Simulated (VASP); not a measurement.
# Ba16Cu (a cell with a defect) in VASP: a series of runs

The runs below take Ba16Cu (a cell with a defect) through single point, with LDA.

Program: VASP 6.6.1. These are calculated values, not measurements. Logs are shortened: lines on timing, memory, paths and dates and some standing lists are left out, and cuts for length are marked.

**1. The cell of the first run**

The cell holds a defect, 17 atoms: a = 10.040 Å, b = 10.040 Å, c = 10.040 Å, α = 90.00°, β = 90.00°, γ = 90.00°.

**2. Single point, LDA**

Contents of INCAR:

```
SYSTEM = Ba16Cu
PREC = Accurate ; ENCUT = 520
EDIFF = 1E-6 ; ISMEAR = -1
SIGMA = 0.15 ; LREAL = Auto
LASPH = .TRUE. ; NELM = 100
ALGO = Normal ; ISIF = 2
LWAVE = .FALSE. ; LCHARG = .FALSE.
NBANDS = 100
```

Contents of KPOINTS:

```
Automatic mesh
0
G
  1 1 1
  0 0 0
```

Contents of POSCAR:

```
Ba16Cu
1.0
   10.0400000000      0.0000000000      0.0000000000
    0.0000000000     10.0400000000      0.0000000000
    0.0000000000      0.0000000000     10.0400000000
Ba Cu
16 1
Direct
   -0.0139143426     -0.0220019920      0.0356673307
    0.5329083665      0.0148107570     -0.0036155378
    0.0459960159      0.4847111554      0.0253784861
    0.0310458167     -0.0197709163      0.5605577689
    0.2913545817      0.2112350598      0.2698804781
    0.4779282869      0.5046215139      0.0024900398
    0.5188944223     -0.0358764940      0.5217629482
    0.7537549801      0.2679282869      0.2471215139
   -0.0108366534      0.4809960159      0.5294422311
    0.2489143426      0.7407768924      0.3098705179
    0.2938545817      0.2580976096      0.7438147410
    0.4802888446      0.4657968127      0.5345318725
    0.7661553785      0.7422609562      0.2453386454
    0.7296713147      0.2450398406      0.7556075697
    0.3029980080      0.7772709163      0.7846414343
    0.7279980080      0.7152191235      0.7227589641
    0.2423605578      0.1661752988     -0.0070717131
```

Potentials or basis: VASP PAW LDA potentials, release 64 (Ba_sv, Cu).

Run with:

```
cat potpaw_LDA.64/Ba_sv/POTCAR potpaw_LDA.64/Cu/POTCAR > POTCAR
mpirun -np 1 vasp_gam > vasp.out
```

OUTCAR:

```text
SYSTEM = Ba16Cu
   PREC = Accurate
   ENCUT = 520
   EDIFF = 1E-6
   ISMEAR = -1
   LREAL = Auto
   LASPH = .TRUE.
   NELM = 100
   ISIF = 2

 ion  position               nearest neighbor table
   1  0.986  0.978  0.036-  17 3.22  13 3.86   8 4.29  10 4.50   5 4.52  15 4.53   2 4.58  14 4.66

   2  0.533  0.015  0.996-  17 3.29  14 3.88  15 3.94   5 4.16   8 4.21  11 4.26  13 4.38  16 4.52
                             1 4.58
   3  0.046  0.485  0.025-  17 3.77   8 4.28   6 4.35  10 4.35  11 4.40  13 4.41   5 4.43  15 4.60

   4  0.031  0.980  0.561-  15 4.08  10 4.11  11 4.26  16 4.36  14 4.48   5 4.55
   5  0.291  0.211  0.270-  17 2.86  12 4.15   2 4.16   7 4.22   6 4.40   3 4.43   1 4.52   4 4.55
                             8 4.68
   6  0.478  0.505  0.002-  15 3.92  11 4.04  16 4.32   3 4.35  14 4.40   8 4.40   5 4.40  13 4.47
                            10 4.52  12 4.71
   7  0.519  0.964  0.522-  16 3.84  15 3.90  10 4.11   5 4.22  14 4.24  11 4.33  13 4.34   8 4.74

   8  0.754  0.268  0.247-   2 4.21   9 4.27   3 4.28   1 4.29   6 4.40  12 4.45   5 4.68   7 4.74

   9  0.989  0.481  0.529-  16 4.02  14 4.19   8 4.27  10 4.30  11 4.36  13 4.48
  10  0.249  0.741  0.310-   4 4.11   7 4.11  12 4.26   9 4.30   3 4.35   1 4.50   6 4.52
  11  0.294  0.258  0.744-  17 2.72  12 3.50   6 4.04   4 4.26   2 4.26   7 4.33   9 4.36  14 4.38
                             3 4.40
  12  0.480  0.466  0.535-  11 3.50  16 4.00  14 4.01   5 4.15  10 4.26  15 4.39   8 4.45   6 4.71

  13  0.766  0.742  0.245-   1 3.86   7 4.34   2 4.38   3 4.41   6 4.47   9 4.48
  14  0.730  0.245  0.756-   2 3.88  12 4.01   9 4.19   7 4.24  11 4.38   6 4.40   4 4.48   1 4.66
                            16 4.73
  15  0.303  0.777  0.785-   7 3.90   6 3.92   2 3.94   4 4.08  16 4.36  12 4.39   1 4.53   3 4.60

  16  0.728  0.715  0.723-   7 3.84  12 4.00   9 4.02   6 4.32  15 4.36   4 4.36   2 4.52  14 4.73

  17  0.242  0.166  0.993-  11 2.72   5 2.86   1 3.22   2 3.29   3 3.77

  LATTYP: Found a simple cubic cell.
 ALAT       =    10.0400000000

  Lattice vectors:

 A1 = (  10.0400000000,   0.0000000000,   0.0000000000)
 A2 = (   0.0000000000,  10.0400000000,   0.0000000000)
 A3 = (   0.0000000000,   0.0000000000,  10.0400000000)

Analysis of symmetry for initial positions (statically):
=====================================================================
 Subroutine PRICEL returns:
 Original cell was already a primitive cell.

 Routine SETGRP: Setting up the symmetry group for a
 simple cubic supercell.

 Subroutine GETGRP returns: Found  1 space group operations
 (whereof  1 operations were pure point group operations)
 out of a pool of 48 trial point group operations.

The static configuration has the point symmetry C_1 .

Analysis of symmetry for dynamics (positions and initial velocities):
=====================================================================
 Subroutine PRICEL returns:
 Original cell was already a primitive cell.

 Routine SETGRP: Setting up the symmetry group for a
 simple cubic supercell.

 Subroutine GETGRP returns: Found  1 space group operations
 (whereof  1 operations were pure point group operations)
 out of a pool of 48 trial point group operations.

The dynamic configuration has the point symmetry C_1 .

 Subroutine INISYM returns: Found  1 space group operations
 (whereof  1 operations are pure point group operations),
 and found     1 'primitive' translations

----------------------------------------------------------------------------------------

                                     Primitive cell

  volume of cell :    1012.0481

  direct lattice vectors                    reciprocal lattice vectors
    10.040000000  0.000000000  0.000000000     0.099601594  0.000000000  0.000000000
     0.000000000 10.040000000  0.000000000     0.000000000  0.099601594  0.000000000
     0.000000000  0.000000000 10.040000000     0.000000000  0.000000000  0.099601594

  length of vectors
    10.040000000 10.040000000 10.040000000     0.099601594  0.099601594  0.099601594

  position of ions in fractional coordinates (direct lattice)
     0.986085657  0.977998008  0.035667331
     0.532908367  0.014810757  0.996384462
     0.045996016  0.484711155  0.025378486
     0.031045817  0.980229084  0.560557769
     0.291354582  0.211235060  0.269880478
     0.477928287  0.504621514  0.002490040
[... 9 lines left out ...]
     0.727998008  0.715219123  0.722758964
     0.242360558  0.166175299  0.992928287

  ion indices of the primitive-cell ions
   primitive index   ion index
                 1           1
                 2           2
                 3           3
                 4           4
                 5           5
                 6           6
[... 9 lines left out ...]
                16          16
                17          17

----------------------------------------------------------------------------------------

 KPOINTS: Automatic mesh

Automatic generation of k-mesh.
 Grid dimensions read from file:
 generate k-points for:    1    1    1

 Generating k-lattice:

  Cartesian coordinates                     Fractional coordinates (reciprocal lattice)
     0.099601594  0.000000000  0.000000000     1.000000000  0.000000000  0.000000000
     0.000000000  0.099601594  0.000000000     0.000000000  1.000000000  0.000000000
     0.000000000  0.000000000  0.099601594     0.000000000  0.000000000  1.000000000

  Length of vectors
     0.099601594  0.099601594  0.099601594

  Shift w.r.t. Gamma in fractional coordinates (k-lattice)
     0.000000000  0.000000000  0.000000000

 Subroutine IBZKPT returns following result:
 ===========================================

 Found      1 irreducible k-points:

 Following reciprocal coordinates:
            Coordinates               Weight
  0.000000  0.000000  0.000000      1.000000
   k-points           NKPTS =      1   k-points in BZ     NKDIM =      1   number of bands    NBANDS=    100
   number of dos      NEDOS =    301   number of ions     NIONS =     17
   total plane-waves  NPLWV = 512000
   dimension x,y,z NGX =    80 NGY =   80 NGZ =   80
   dimension x,y,z NGXF=   160 NGYF=  160 NGZF=  160
   ions per type =              16   1
   NGX,Y,Z   is equivalent  to a cutoff of  13.25, 13.25, 13.25 a.u.
   NGXF,Y,Z  is equivalent  to a cutoff of  26.49, 26.49, 26.49 a.u.
 SYSTEM =  Ba16Cu
   PREC   = accura    normal or accurate (medium, high low for compatibility)
   ISTART =      0    job   : 0-new  1-cont  2-samecut
   ICHARG =      2    charge: 1-file 2-atom 10-const
   ISPIN  =      1    spin polarized calculation?
   LNONCOLLINEAR =      F non collinear calculations
   LSORBIT =      F    spin-orbit coupling
   LASPH  =      T    aspherical Exc in radial PAW
   ENCUT  =  520.0 eV  38.22 Ry    6.18 a.u.  18.67 18.67 18.67*2*pi/ulx,y,z
   NELM   =    100;   NELMIN=  2; NELMDL= -5     # of ELM steps
   EDIFF  = 0.1E-05   stopping-criterion for ELM
   LREAL  =      T    real-space projection
   EDIFFG = 0.1E-04   stopping-criterion for IOM
   NSW    =      0    number of steps for IOM
   IBRION =     -1    ionic relax: 0-MD 1-quasi-New 2-CG
   NFREE  =      0    steps in history (QN), initial steepest desc. (CG)
   ISIF   =      2    stress and relaxation
   ISYM   =      2    0-nonsym 1-usesym 2-fastsym
   POTIM  = 0.5000    time-step for ionic-motion
   TEBEG  =    0.0;   TEEND  =   0.0 temperature during run
   PSTRESS=    0.0 pullay stress
   NELECT =     171.0000    total number of electrons
   NUPDOWN=      -1.0000    fix difference up-down
   EMIN   =  10.00;   EMAX   =-10.00  energy-range for DOS
   EFERMI =   0.00;   METHOD = LEGACY
   ISMEAR =    -1;   SIGMA  =   0.15  broadening in eV -4-tet -1-fermi 0-gaus
   EFERMI_NEDOS =   21; number of points for ismear=-14 and -15
   IALGO  =     38    algorithm
   IMIX   =      4    mixing-type and parameters
     AMIX     =   0.40;   BMIX     =  1.00
     AMIX_MAG =   1.60;   BMIX_MAG =  1.00
  volume/ion in A,a.u.               =      59.53       401.74
  Fermi-wavevector in a.u.,A,eV,Ry     =   0.905051  1.710299 11.144773  0.819118
  Thomas-Fermi vector in A             =   2.028572
   LORBIT       =      0    0 simple, 1 ext, 2 COOP (PROOUT), +10 PAW based schemes
   GGA     = CA    functional components
   LHFCALC =     F    Hartree Fock is set to
   AEXX    =    0.0000 exact exchange contribution
   IVDW    =     0    specifies the selected vdW correction
   LEPSILON=     F    determine dielectric tensor
   LRPA    =     F    only Hartree local field effects (RPA)
 non-spin polarized calculation
  energy-cutoff  :      520.00
  volume of cell :     1012.05
 maximum number of plane-waves:     13601
 NGX is ok and might be reduce to    80
   NGX = 37   NGY = 37   NGZ = 37

 number of electron     170.9999999 magnetization

 Free energy of the ion-electron system (eV)
  ---------------------------------------------------
  ext. energy  EPLUGINS =         0.00000000
  ---------------------------------------------------
  free energy    TOTEN  =       -41.82892684 eV

  energy without entropy =      -40.47843072  energy(sigma->0) =      -41.15367878

 E-fermi :   1.5758     XC(G=0):  -7.6810

 val. band max:        1.0379495858   @ k =   0.0000   0.0000   0.0000
 cond. band min:       1.6157756715   @ k =   0.0000   0.0000   0.0000
 fundamental gap:      0.5778260856
 Fermi energy:         1.5757827266

 k-point     1 :       0.0000    0.0000    0.0000
  band No.  band energies     occupation
      1     -27.4443      2.00000
      2     -27.4337      2.00000
      3     -27.4117      2.00000
      4     -27.4080      2.00000
      5     -27.4009      2.00000
      6     -27.3697      2.00000
[... 89 lines left out ...]
     96       2.1791      0.03521
     97       2.2302      0.02517
 [bands above 97 left out]

------------------------ aborting loop because EDIFF is reached ----------------------------------------

  FORCE on cell =-STRESS in cart. coord.  units (eV):
  Direction    XX          YY          ZZ          XY          YZ          ZX
  --------------------------------------------------------------------------------------
  -------------------------------------------------------------------------------------
  Total      -10.4858215    -12.8458629     -8.1476847      1.2316594     -2.2550336     -0.7687401
  in kB      -16.6001459    -20.3363369    -12.8986322      1.9498449     -3.5699528     -1.2169955
  external PRESSURE =     -16.6117050 kB  Pullay stress =       0.0000000 kB

 VOLUME and BASIS-vectors are now :
 -----------------------------------------------------------------------------
  energy-cutoff  :      520.00
  volume of cell :     1012.05
      direct lattice vectors                 reciprocal lattice vectors
    10.040000000  0.000000000  0.000000000     0.099601594  0.000000000  0.000000000
     0.000000000 10.040000000  0.000000000     0.000000000  0.099601594  0.000000000
     0.000000000  0.000000000 10.040000000     0.000000000  0.000000000  0.099601594

 POSITION                                       TOTAL-FORCE (eV/Angst)
 -----------------------------------------------------------------------------------
      9.90030      9.81910      0.35810         0.566574      0.333508     -0.403037
      5.35040      0.14870     10.00370        -0.380380     -0.351234      0.334443
      0.46180      4.86650      0.25480        -0.205736     -0.179093     -0.273406
      0.31170      9.84150      5.62800        -0.455073      0.200714     -0.276820
      2.92520      2.12080      2.70960        -0.226815      0.329985      0.437359
      4.79840      5.06640      0.02500         0.292927     -0.340203      0.334227
[... 9 lines left out ...]
      7.30910      7.18080      7.25650         0.423400      0.174469      0.675914
      2.43330      1.66840      9.96900        -0.271398     -0.258788      0.269027
 -----------------------------------------------------------------------------------
    total drift:                                0.003267      0.002965     -0.001235

  FREE ENERGIE OF THE ION-ELECTRON SYSTEM (eV)
  ---------------------------------------------------
  free  energy   TOTEN  =       -41.8289268420 eV

  energy  without entropy=      -40.4784307209  energy(sigma->0) =      -41.15367878
```

It took 5 min on 1 thread of AMD EPYC 7R43 (Zen 3), shared host; peak memory 0.67 GiB.

What came out:

```
Free energy   : -41.8289 eV
Pressure      : -1.7 GPa
Largest force : 0.972 eV/Å
```

Forces in eV/Å, atoms in the order of the input:
```
Ba   0.567  0.334 -0.403
Ba  -0.380 -0.351  0.334
Ba  -0.206 -0.179 -0.273
Ba  -0.455  0.201 -0.277
Ba  -0.227  0.330  0.437
Ba   0.293 -0.340  0.334
Ba   0.045  0.507 -0.231
Ba  -0.046 -0.262  0.300
Ba   0.434 -0.031 -0.066
Ba   0.249  0.035 -0.469
Ba  -0.367 -0.272 -0.219
Ba   0.373  0.580 -0.685
Ba  -0.288 -0.299  0.423
Ba   0.521  0.120 -0.022
Ba  -0.665 -0.287 -0.128
Ba   0.423  0.174  0.676
Cu  -0.271 -0.259  0.269
```

Caveat: the k points lie up to 0.63 Å⁻¹ apart; spin-orbit coupling is left out, which moves the levels of the heavy elements.

**3. Single point, LDA**

Contents of INCAR:

```
PREC = Accurate
ENCUT = 520
EDIFF = 1E-6
ISMEAR = -1
SIGMA = 0.15
LREAL = Auto
LASPH = T
NELM = 60
ALGO = Normal
ISIF = 2
LWAVE = F
LCHARG = F
NBANDS = 100
```

Contents of KPOINTS:

```
regular mesh
0
Gamma
  1 1 1
```

Contents of POSCAR:

```
Ba16Cu
1.0
   10.0400000000      0.0000000000      0.0000000000
    0.0000000000     10.0400000000      0.0000000000
    0.0000000000      0.0000000000     10.0400000000
Ba Cu
16 1
Direct
    0.0151095618     -0.0305677291      0.0016434263
    0.5081872510     -0.0021513944     -0.0090737052
    0.0446912351      0.4630378486      0.0265537849
    0.0244322709     -0.0203984064      0.5338745020
    0.2358764940      0.2123804781      0.2700697211
    0.5077589641      0.4956274900      0.0375697211
    0.5232470120      0.0021812749      0.5160159363
    0.7451195219      0.2531673307      0.2633665339
    0.0032868526      0.4716733068      0.5211752988
    0.2468725100      0.7670617530      0.2523705179
    0.3249701195      0.2707171315      0.7356175299
    0.5016235060      0.4811454183      0.4776693227
    0.7618625498      0.7445019920      0.2654282869
    0.7613247012      0.2270119522      0.7615836653
    0.2695418327      0.7607868526      0.7743326693
    0.7236952191      0.7588545817      0.7511354582
    0.1993227092      0.1916733068     -0.0561155378
```

Potentials or basis: VASP PAW LDA potentials, release 64 (Ba_sv, Cu).

Run with:

```
cat potpaw_LDA.64/Ba_sv/POTCAR potpaw_LDA.64/Cu/POTCAR > POTCAR
mpirun -np 1 vasp_gam > vasp.out
```

It took 4.2 min on 1 thread of AMD EPYC 7R43 (Zen 3), shared host; peak memory 0.71 GiB.

It converged, with:

| Quantity | Value |
| --- | --- |
| Free energy | -42.4172 eV |
| Pressure | -1.8 GPa |
| Largest force | 1.307 eV/Å |

Forces in eV/Å, atoms in the order of the input:
```
Ba  -0.399  0.202  0.094
Ba  -0.235  0.220  0.467
Ba  -0.315  0.158 -0.308
Ba  -0.288  0.206 -0.060
Ba   0.377  0.126 -0.246
Ba  -0.166 -0.117 -0.283
Ba  -0.250 -0.182 -0.357
Ba   0.381 -0.485 -0.072
Ba   0.171  0.333 -0.039
Ba   0.256 -0.284  0.286
Ba   0.087  0.251 -0.705
Ba   0.055  0.395  0.234
Ba  -0.022  0.058 -0.035
Ba   0.116  0.315  0.038
Ba   0.119 -0.311 -0.334
Ba   0.497 -0.481  0.141
Cu  -0.384 -0.405  1.182
```

Stress tensor (GPa, compression positive):
```
-1.92  0.15 -0.37
 0.15 -1.98 -0.34
-0.37 -0.34 -1.37
```

Levels at points of the mesh, in eV from the Fermi level:
```
           k point  band 80  band 81  band 82  band 83  band 84  band 85  band 86  band 87  band 88  band 89
(0.00, 0.00, 0.00)    -0.92    -0.91    -0.88    -0.65    -0.58     0.01     0.14     0.21     0.28     0.32
```

Caveat: the k points lie up to 0.63 Å⁻¹ apart; spin-orbit coupling is left out, which moves the levels of the heavy elements.
